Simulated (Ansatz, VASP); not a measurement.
## CsH: VASP beside Ansatz

```
Cs H
1.0
     0.00000    2.93296    3.18800
     2.93296    0.00000    3.18800
     2.93296    2.93296    0.00000
Cs H
1 1
Direct
  0.00000 0.00000 0.00000
  0.50000 0.50000 0.50000
```

Change from the starting cell: strain -0.080 along x and y, +0.000 along z, atoms carried along.

Alike in both runs: task single point; functional r2SCAN; k mesh 6 × 6 × 6; occupations gaussian, width 0.05 eV; no spin polarisation.

```csv
,VASP,Ansatz
version,VASP 6.6.1,Ansatz 0.2.0
potentials or method,"VASP PAW PBE potentials, release 64 (Cs_sv, H), cutoff 520 eV","scalar-relativistic, plane waves, PAW"
valence electrons in the cell,10,10
```

VASP gave:

* gap on the k mesh at the Fermi level (eV): 2.37
* least direct gap on the mesh (eV): 2.37
* pressure (GPa): 2.6
* traceless stress, the component that is largest in VASP (GPa): -2.22

Problem. Which values does Ansatz return?

Solution. gap on the k mesh at the Fermi level (eV): 2.39; least direct gap on the mesh (eV): 2.39; pressure (GPa): 2.5; traceless stress, the component that is largest in VASP (GPa): -2.17.

VASP's potentials were made for PBE, not for r2SCAN. With one functional, cell and mesh, what is left measures potentials, basis and numerics.

Spin-orbit coupling is off throughout.
